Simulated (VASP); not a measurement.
Here is a VASP 6.6.1 calculation.

The input INCAR:

```
SYSTEM = Tb2GeO
PREC = Accurate
ENCUT = 600
EDIFF = 1E-6
ISMEAR = 0
SIGMA = 0.15
LREAL = .FALSE.
LASPH = .TRUE.
NELM = 200
ALGO = Normal
ISIF = 2
LWAVE = .FALSE.
LCHARG = .FALSE.
GGA = PE
NBANDS = 27
GGA_COMPAT = .FALSE.
LMAXMIX = 6
```

The input KPOINTS:

```
Automatic mesh
0
G
  4 4 4
  0 0 0
```

The input POSCAR:

```
Tb2GeO
1.0
   -2.9205209669      2.9205209669      2.6042312952
    2.9205209669     -2.9205209669      2.6042312952
    2.9205209669      2.9205209669     -2.6042312952
Tb Ge O
2 1 1
Direct
    0.5000000000      0.5000000000      0.0000000000
    0.2500000000      0.7500000000      0.5000000000
    0.0000000000      0.0000000000      0.0000000000
    0.7500000000      0.2500000000      0.5000000000
```

Potentials or basis: VASP PAW PBE potentials, release 64 (Tb_3, Ge_d, O), 4f in core.

The run is started by

```console
$ cat potpaw_PBE.64/Tb_3/POTCAR potpaw_PBE.64/Ge_d/POTCAR potpaw_PBE.64/O/POTCAR > POTCAR
$ mpirun -np 1 vasp_std > vasp.out
```

Q: Estimate the pressure.

A: 0.2 GPa.

Q: Estimate the band gap on the k mesh.

A: Zero (bands 19 and 20 overlap by 0.69 eV).

Stress tensor (GPa, compression positive):
```
0.24 0.00 0.00
0.00 0.24 0.00
0.00 0.00 0.01
```

Caveat: the k points lie up to 0.40 Å⁻¹ apart, too coarse for converged energies and pressures of a metal; spin-orbit coupling is left out, which moves the levels of the heavy elements; the 4f electrons are frozen in the core, so they carry no moment and show no levels; the run has no spin polarisation, though such a crystal can be magnetic. Spin polarisation is off, so any magnetic state and its effect on volume and gap are missing.
